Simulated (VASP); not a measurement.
Runs of VASP 6.6.1 on Ir. The structure is that of space group Fm-3m (No. 225), or close to it. The cells are those of the table. 

```tsv
cell	gap on the mesh (eV)	pressure (GPa)
a = 2.681, b = 2.681, c = 2.715 Å, angles 59.6, 59.6, 60.8°, 1 atom	none	20.6
a = 2.784, b = 2.784, c = 2.715 Å, angles 60.8, 60.8, 58.4°, 1 atom	none	(b)
a = 2.819, b = 2.819, c = 2.715 Å, angles 61.2, 61.2, 57.6°, 1 atom	none	(a)
a = 2.749, b = 2.749, c = 2.715 Å, angles 60.4, 60.4, 59.2°, 1 atom	none	0.5
a = 2.836, b = 2.836, c = 2.715 Å, angles 61.4, 61.4, 57.2°, 1 atom	none	-15.9
```

Alike in all rows: task single point; level PBE; potentials or basis VASP PAW PBE potentials, release 64 (Ir); no spin polarisation; k mesh 22 × 22 × 22; cutoff (eV) 520; smearing gaussian 0.15 eV.

Question: Estimate the missing entries.

Answer: (a) -13.2; (b) -6.9.

Caveats: spin-orbit coupling is left out, which moves the levels of the heavy elements.

A k mesh can miss the band edges, and the runs leave out spin-orbit coupling on Ir.

A gap of «none» marks levels without a gap at the run's occupations.
